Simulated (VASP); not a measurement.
Runs of VASP 6.6.1 on Ga. The structure is that of space group Cmce (No. 64), or close to it. The cells are those of the table. 

| cell | gap on the mesh (eV) | pressure (GPa) | largest force (eV/Å) |
| --- | --- | --- | --- |
| a = 4.364, b = 4.364, c = 4.394 Å, angles 90.0, 90.0, 118.3°, 4 atoms | none | (a) | 0.06 |
| a = 4.429, b = 4.429, c = 4.460 Å, angles 90.0, 90.0, 118.3°, 4 atoms | none | 4.7 | 0.03 |
| a = 4.492, b = 4.492, c = 4.524 Å, angles 90.0, 90.0, 118.3°, 4 atoms | none | 2.1 | 0.01 |
| a = 4.554, b = 4.554, c = 4.586 Å, angles 90.0, 90.0, 118.3°, 4 atoms | none | 0.1 | 0.02 |

Alike in all rows: task single point; level revPBE; potentials or basis VASP PAW PBE potentials, release 64 (Ga_d); no spin polarisation; k mesh 10 × 10 × 9; cutoff (eV) 520; smearing fermi-dirac 0.1 eV.

Q: Fill in the values left out.

A: (a) 8.1.

Caveats: the PAW data sets were made with another functional, which shifts forces and pressure a little; the cell stands under pressure (at least some runs).

A k mesh can miss the band edges, and the runs leave out spin-orbit coupling on Ga.

A gap of «none» marks levels without a gap at the run's occupations.
